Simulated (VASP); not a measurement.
# NaI (Pmma) in VASP: single point with PBE+D3(BJ)

Aim: the single point of NaI with PBE+D3(BJ).

All numbers are computed with VASP 6.6.1; they aren't measurements. Logs are shortened: lines on timing, memory, paths and dates and some standing lists are left out, and cuts for length are marked.

### Step 1. The cell of the first run

The typed cell holds 4 atoms: a = 4.772 Å, b = 4.102 Å, c = 6.774 Å, α = 90.00°, β = 90.00°, γ = 90.00°.

### Step 2. Single point, PBE+D3(BJ)

The input, INCAR:

```
SYSTEM = NaI
PREC     = Accurate       ! precision mode
ENCUT    = 520            ! plane-wave cutoff, eV
EDIFF    = 1E-7           ! SCF threshold, eV
ISMEAR   = 0              ! smearing method
SIGMA    = 0.05           ! smearing width, eV
LREAL    = .False.        ! projectors in reciprocal space
LASPH    = .True.         ! aspherical terms in the spheres
NELM     = 80             ! most SCF steps
ALGO     = Normal         ! electronic algorithm
ISIF     = 2              ! what is computed and relaxed
LWAVE    = .False.        ! write WAVECAR
LCHARG   = .True.         ! write CHGCAR
GGA      = PE             ! functional
IVDW     = 12             ! dispersion correction
LELF     = .True.         ! ELF
LVHAR    = .True.       
NBANDS   = 22             ! bands
```

The input, KPOINTS:

```
Automatic mesh
0
Gamma
  6 8 4
  0 0 0
```

The input, POSCAR:

```
NaI
1.0
    4.7722534545      0.0000000000      0.0000000000
    0.0000000000      4.1018944388      0.0000000000
    0.0000000000      0.0000000000      6.7737783826
Na I
2 2
Direct
    0.2500000000      0.5000000000      0.2499880837
    0.7500000000      0.5000000000      0.7500119163
    0.2500000000      0.0000000000      0.7499134626
    0.7500000000      0.0000000000      0.2500865374
```

Potentials or basis: VASP PAW PBE potentials, release 64 (Na_pv, I).

On the command line:

```sh
$ cat potpaw_PBE.64/Na_pv/POTCAR potpaw_PBE.64/I/POTCAR > POTCAR
$ mpirun -np 1 vasp_std > vasp.out
```

OUTCAR:

```text
SYSTEM = NaI
   PREC = Accurate
   ENCUT = 520
   EDIFF = 1E-7
   ISMEAR = 0
   LREAL = .False.
   LASPH = .True.
   NELM = 80
   ISIF = 2
   GGA = PE
   IVDW = 12
 IVDW          = 12

 ion  position               nearest neighbor table
   1  0.250  0.500  0.250-   4 3.15   4 3.15   4 3.15   4 3.15
   2  0.750  0.500  0.750-   3 3.15   3 3.15   3 3.15   3 3.15
   3  0.250  0.000  0.750-   2 3.15   2 3.15   2 3.15   2 3.15
   4  0.750  0.000  0.250-   1 3.15   1 3.15   1 3.15   1 3.15

  LATTYP: Found a simple orthorhombic cell.
 ALAT       =     4.1018944388
 B/A-ratio  =     1.1634266863
 C/A-ratio  =     1.6513780361

  Lattice vectors:

 A1 = (   0.0000000000,  -4.1018944388,   0.0000000000)
 A2 = (   4.7722534545,   0.0000000000,   0.0000000000)
 A3 = (   0.0000000000,   0.0000000000,   6.7737783826)

Analysis of symmetry for initial positions (statically):
=====================================================================
 Subroutine PRICEL returns:
 Original cell was already a primitive cell.

 Routine SETGRP: Setting up the symmetry group for a
 simple orthorhombic supercell.

 Subroutine GETGRP returns: Found  8 space group operations
 (whereof  4 operations were pure point group operations)
 out of a pool of  8 trial point group operations.

The static configuration has the point symmetry C_2h.
 The point group associated with its full space group is D_2h.

Analysis of symmetry for dynamics (positions and initial velocities):
=====================================================================
 Subroutine PRICEL returns:
 Original cell was already a primitive cell.

 Routine SETGRP: Setting up the symmetry group for a
 simple orthorhombic supercell.

 Subroutine GETGRP returns: Found  8 space group operations
 (whereof  4 operations were pure point group operations)
 out of a pool of  8 trial point group operations.

The dynamic configuration has the point symmetry C_2h.
 The point group associated with its full space group is D_2h.

 Subroutine INISYM returns: Found  8 space group operations
 (whereof  4 operations are pure point group operations),
 and found     1 'primitive' translations

----------------------------------------------------------------------------------------

                                     Primitive cell

  volume of cell :     132.5986

  direct lattice vectors                    reciprocal lattice vectors
     4.772253455  0.000000000  0.000000000     0.209544612  0.000000000  0.000000000
     0.000000000  4.101894439  0.000000000     0.000000000  0.243789794  0.000000000
     0.000000000  0.000000000  6.773778383     0.000000000  0.000000000  0.147628095

  length of vectors
     4.772253455  4.101894439  6.773778383     0.209544612  0.243789794  0.147628095

  position of ions in fractional coordinates (direct lattice)
     0.250000000  0.500000000  0.249988084
     0.750000000  0.500000000  0.750011916
     0.250000000  0.000000000  0.749913463
     0.750000000  0.000000000  0.250086537

  ion indices of the primitive-cell ions
   primitive index   ion index
                 1           1
                 2           2
                 3           3
                 4           4

----------------------------------------------------------------------------------------

 KPOINTS: Automatic mesh

Automatic generation of k-mesh.
 Grid dimensions read from file:
 generate k-points for:    6    8    4

 Generating k-lattice:

  Cartesian coordinates                     Fractional coordinates (reciprocal lattice)
     0.034924102  0.000000000  0.000000000     0.166666667  0.000000000  0.000000000
     0.000000000  0.030473724  0.000000000     0.000000000  0.125000000  0.000000000
     0.000000000  0.000000000  0.036907024     0.000000000  0.000000000  0.250000000

  Length of vectors
     0.034924102  0.030473724  0.036907024

  Shift w.r.t. Gamma in fractional coordinates (k-lattice)
     0.000000000  0.000000000  0.000000000

 Subroutine IBZKPT returns following result:
 ===========================================

 Found     60 irreducible k-points:

 Following reciprocal coordinates:
            Coordinates               Weight
  0.000000  0.000000  0.000000      1.000000
  0.166667  0.000000  0.000000      2.000000
  0.333333  0.000000  0.000000      2.000000
  0.500000  0.000000  0.000000      1.000000
  0.000000  0.125000  0.000000      2.000000
  0.166667  0.125000  0.000000      4.000000
[... 16 lines left out ...]
  0.333333  0.000000  0.250000      4.000000
  0.500000  0.000000  0.250000      2.000000
 [... further k-points ...]
   k-points           NKPTS =     60   k-points in BZ     NKDIM =     60   number of bands    NBANDS=     22
   number of dos      NEDOS =    301   number of ions     NIONS =      4
   total plane-waves  NPLWV =  57600
   dimension x,y,z NGX =    36 NGY =   32 NGZ =   50
   dimension x,y,z NGXF=    72 NGYF=   64 NGZF=  100
   ions per type =               2   2
   NGX,Y,Z   is equivalent  to a cutoff of  12.54, 12.97, 12.27 a.u.
   NGXF,Y,Z  is equivalent  to a cutoff of  25.08, 25.94, 24.54 a.u.
 SYSTEM =  NaI
   PREC   = accura    normal or accurate (medium, high low for compatibility)
   ISTART =      0    job   : 0-new  1-cont  2-samecut
   ICHARG =      2    charge: 1-file 2-atom 10-const
   ISPIN  =      1    spin polarized calculation?
   LNONCOLLINEAR =      F non collinear calculations
   LSORBIT =      F    spin-orbit coupling
   LASPH  =      T    aspherical Exc in radial PAW
   ENCUT  =  520.0 eV  38.22 Ry    6.18 a.u.   8.87  7.63 12.59*2*pi/ulx,y,z
   NELM   =     80;   NELMIN=  2; NELMDL= -5     # of ELM steps
   EDIFF  = 0.1E-06   stopping-criterion for ELM
   LREAL  =      F    real-space projection
   EDIFFG = 0.1E-05   stopping-criterion for IOM
   NSW    =      0    number of steps for IOM
   IBRION =     -1    ionic relax: 0-MD 1-quasi-New 2-CG
   NFREE  =      0    steps in history (QN), initial steepest desc. (CG)
   ISIF   =      2    stress and relaxation
   ISYM   =      2    0-nonsym 1-usesym 2-fastsym
   POTIM  = 0.5000    time-step for ionic-motion
   TEBEG  =    0.0;   TEEND  =   0.0 temperature during run
   PSTRESS=    0.0 pullay stress
   NELECT =      28.0000    total number of electrons
   NUPDOWN=      -1.0000    fix difference up-down
   EMIN   =  10.00;   EMAX   =-10.00  energy-range for DOS
   EFERMI =   0.00;   METHOD = LEGACY
   ISMEAR =     0;   SIGMA  =   0.05  broadening in eV -4-tet -1-fermi 0-gaus
   EFERMI_NEDOS =   21; number of points for ismear=-14 and -15
   IALGO  =     38    algorithm
   IMIX   =      4    mixing-type and parameters
     AMIX     =   0.40;   BMIX     =  1.00
     AMIX_MAG =   1.60;   BMIX_MAG =  1.00
  volume/ion in A,a.u.               =      33.15       223.70
  Fermi-wavevector in a.u.,A,eV,Ry     =   0.974873  1.842242 12.930658  0.950377
  Thomas-Fermi vector in A             =   2.105367
   LORBIT       =      0    0 simple, 1 ext, 2 COOP (PROOUT), +10 PAW based schemes
   GGA     = PE    functional components
   LHFCALC =     F    Hartree Fock is set to
   AEXX    =    0.0000 exact exchange contribution
   IVDW    =    12    specifies the selected vdW correction
   LEPSILON=     F    determine dielectric tensor
   LRPA    =     F    only Hartree local field effects (RPA)
 non-spin polarized calculation
 Gauss-broadening in eV      SIGMA  =   0.05
  energy-cutoff  :      520.00
  volume of cell :      132.60
 maximum number of plane-waves:      3607
 NGX is ok and might be reduce to    36
   NGX = 17   NGY = 15   NGZ = 25

 number of electron      27.9999991 magnetization

 Free energy of the ion-electron system (eV)
  ---------------------------------------------------
  ext. energy  EPLUGINS =         0.00000000
  ---------------------------------------------------
  free energy    TOTEN  =       -10.22204263 eV

  energy without entropy =      -10.22204263  energy(sigma->0) =      -10.22204263

 E-fermi :   2.1905     XC(G=0):  -7.7951

 val. band max:        1.8845169958   @ k =   0.0000   0.5000   0.0000
 cond. band min:       4.3684869119   @ k =   0.0000   0.0000   0.0000
 fundamental gap:      2.4839699162
 Fermi energy:         2.1904773450

 k-point     1 :       0.0000    0.0000    0.0000
  band No.  band energies     occupation
      1     -21.6696      2.00000
      2     -21.6623      2.00000
      3     -21.6304      2.00000
      4     -21.6293      2.00000
      5     -21.6283      2.00000
      6     -21.6272      2.00000
[... 14 lines left out ...]
     21      10.1601      0.00000
     22      10.8845      0.00000

 k-point     2 :       0.1667    0.0000    0.0000
  band No.  band energies     occupation
      1     -21.6691      2.00000
      2     -21.6628      2.00000
      3     -21.6308      2.00000
      4     -21.6292      2.00000
      5     -21.6282      2.00000
      6     -21.6281      2.00000
[... 14 lines left out ...]
     21      10.3259      0.00000
     22      10.9105      0.00000

 k-point     3 :       0.3333    0.0000    0.0000
  band No.  band energies     occupation
      1     -21.6677      2.00000
      2     -21.6641      2.00000
      3     -21.6315      2.00000
      4     -21.6299      2.00000
      5     -21.6287      2.00000
      6     -21.6282      2.00000
[... 14 lines left out ...]
     21      10.3422      0.00000
     22      10.7001      0.00000
[... 476 lines left out ...]
 k-point    23 :       0.3333    0.0000    0.2500
  band No.  band energies     occupation
      1     -21.6673      2.00000
      2     -21.6647      2.00000
      3     -21.6312      2.00000
      4     -21.6301      2.00000
      5     -21.6287      2.00000
      6     -21.6283      2.00000
[... 14 lines left out ...]
     21       9.9713      0.00000
     22      10.3256      0.00000

 k-point    24 :       0.5000    0.0000    0.2500
  band No.  band energies     occupation
      1     -21.6660      2.00000
      2     -21.6660      2.00000
      3     -21.6312      2.00000
      4     -21.6312      2.00000
      5     -21.6284      2.00000
      6     -21.6284      2.00000
[... 14 lines left out ...]
     21       9.9073      0.00000
     22       9.9073      0.00000

 [... further k-points ...]

------------------------ aborting loop because EDIFF is reached ----------------------------------------

 Edisp (eV)   -1.03603

 E8    (eV) :    -0.4800

  FORCE on cell =-STRESS in cart. coord.  units (eV):
  Direction    XX          YY          ZZ          XY          YZ          ZX
  --------------------------------------------------------------------------------------
  -------------------------------------------------------------------------------------
  Total       0.02552     0.00071    -0.00528     0.00000     0.00000    -0.00000
  in kB       0.30839     0.00861    -0.06379     0.00000     0.00000    -0.00000
  external pressure =        0.08 kB  Pullay stress =        0.00 kB

 VOLUME and BASIS-vectors are now :
 -----------------------------------------------------------------------------
  energy-cutoff  :      520.00
  volume of cell :      132.60
      direct lattice vectors                 reciprocal lattice vectors
     4.772253455  0.000000000  0.000000000     0.209544612  0.000000000  0.000000000
     0.000000000  4.101894439  0.000000000     0.000000000  0.243789794  0.000000000
     0.000000000  0.000000000  6.773778383     0.000000000  0.000000000  0.147628095

 POSITION                                       TOTAL-FORCE (eV/Angst)
 -----------------------------------------------------------------------------------
      1.19306      2.05095      1.69336         0.000000     -0.000000      0.000122
      3.57919      2.05095      5.08041        -0.000000      0.000000     -0.000122
      1.19306      0.00000      5.07975        -0.000000      0.000000      0.001473
      3.57919      0.00000      1.69403        -0.000000      0.000000     -0.001473
 -----------------------------------------------------------------------------------
    total drift:                                0.000000      0.000000     -0.000000

  FREE ENERGIE OF THE ION-ELECTRON SYSTEM (eV)
  ---------------------------------------------------
  free  energy   TOTEN  =       -11.2580752885 eV

  energy  without entropy=      -11.2580752885  energy(sigma->0) =      -11.25807529
```

Run time: 2 min. Hardware: 1 thread of Intel Xeon Platinum 8259CL at 2.50GHz (Skylake/Cascade Lake), shared host; peak memory 0.32 GiB.

Results:

```
Free energy                : -11.2581 eV
Pressure                   : 0.0 GPa
Band gap on the k mesh     : 2.48 eV
Dispersion energy per atom : -0.259 eV
```

Levels at points of the mesh, in eV from the valence-band top:
```tsv
k point	band 12	band 13	band 14	band 15	band 16	band 17
(0.00, 0.00, 0.00)	-0.88	-0.36	-0.28	2.48	3.43	5.49
(0.50, 0.00, 0.00)	-1.74	-0.58	-0.58	5.01	5.01	6.69
(0.00, 0.50, 0.00)	-1.63	-0.79	0.00	3.43	4.70	4.89
(0.50, 0.50, 0.00)	-2.07	-1.28	-1.28	3.87	3.87	4.91
(0.00, 0.00, 0.50)	-1.54	-0.64	-0.64	3.89	3.90	5.21
(0.50, 0.00, 0.50)	-0.78	-0.58	-0.58	4.30	4.30	6.33
(0.00, 0.50, 0.50)	-1.33	-1.25	-1.25	4.56	4.57	5.60
(0.50, 0.50, 0.50)	-2.59	-0.45	-0.45	3.02	3.02	6.15
```

Caveat: spin-orbit coupling is left out, which moves the levels of the heavy elements. A k mesh can miss the band edges.
